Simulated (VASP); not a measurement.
# Zn: single point with PBEsol

The system is Zn.

```
Zn
1.0
    -1.51477    1.53007    1.57598
     1.51477   -1.53007    1.57598
     1.51477    1.53007   -1.57598
Zn
1
Direct
  0.00000 0.00000 0.00000
```

This cell differs from its parent crystal: normal strain along x -0.0100, normal strain along z +0.0300.

| Quantity | Value |
| --- | --- |
| Program | VASP 6.6.1 |
| Task | single point |
| Functional | PBEsol |
| Potentials or basis | VASP PAW PBE potentials, release 64 (Zn) |
| Cutoff | 520 eV |
| k mesh | 20 × 20 × 20 |
| Occupations | gaussian, width 0.15 eV |
| Spin | no spin polarisation |

The pressure is -1.3 GPa and the band gap on the k mesh is zero (bands 6 and 7 overlap by 4.73 eV).

Stress tensor (GPa, compression positive):
```
-1.89  0.00  0.00
 0.00 -1.62  0.00
 0.00  0.00 -0.36
```

Levels at points of the mesh, in eV from the Fermi level:
```
           k point  band 4  band 5  band 6  band 7  band 8  band 9
(0.00, 0.00, 0.00)   -7.89   -7.42   -7.35   19.48   19.69   19.95
(0.50, 0.00, 0.00)   -7.35   -7.02   -3.04   -1.11   12.05   13.43
(0.00, 0.50, 0.00)   -7.33   -7.02   -2.98   -1.01   11.82   13.16
(0.50, 0.50, 0.00)   -7.32   -7.01   -2.81   -0.71   11.15   12.40
(0.50, 0.50, 0.50)   -7.10   -7.09    3.50    4.41    4.74    7.59
```

Run time: 120 s on 1 thread of AMD EPYC 7R13 Processor (Zen 3), on a shared host, peak memory 0.26 GiB.

Caveat: the cell differs from its parent crystal (normal strain along x -0.0100, normal strain along z +0.0300); the PAW data sets were made with another functional, which shifts forces and pressure a little.
